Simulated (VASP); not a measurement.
Cs2Ru, 3 atoms in the cell. It takes space group P6/mmm (No. 191, hexagonal). Conventional cell: a = 4.705 Å, b = 4.705 Å, c = 5.080 Å, α = 90.00°, β = 90.00°, γ = 120.00°. Cs (site symmetry -6m2) has 3 Cs at 2.72 Å and 6 Ru at 3.72 Å within 3.8 Å. Ru (site symmetry 6/mmm) has 12 Cs at 3.72 Å and 8 Ru at 4.71 to 5.08 Å within 5.1 Å. 

- Program: VASP 6.6.1
- Task: relaxation of cell and atoms
- Functional: PBE
- Potentials or basis: VASP PAW PBE potentials, release 64 (Cs_sv, Ru_pv)
- Cutoff: 600 eV
- k mesh: 6 × 6 × 4
- Occupations: gaussian, width 0.1 eV
- Spin: no spin polarisation
- Dipole correction: no
- Further INCAR settings: ALGO = Normal; EDIFF = 1e-07; IBRION = 2; EDIFFG = -0.04; NSW = 90; ISIF = 3

Potentials or basis: VASP PAW PBE potentials, release 64 (Cs_sv, Ru_pv).

The run is started by

```bash
$ cat potpaw_PBE.64/Cs_sv/POTCAR potpaw_PBE.64/Ru_pv/POTCAR > POTCAR
$ mpirun -np 1 vasp_std > vasp.out
```

Hardware: 1 thread of Intel(R) Xeon(R) 6975P-C (Granite Rapids) (shared host).

**Question.** Estimate the wall time of this run.

**Answer.** Run time: 10 min on 1 thread of Intel(R) Xeon(R) 6975P-C (Granite Rapids), on a shared host, peak memory 0.29 GiB. Counts: scf iterations 266, k points 21, ion steps 18.
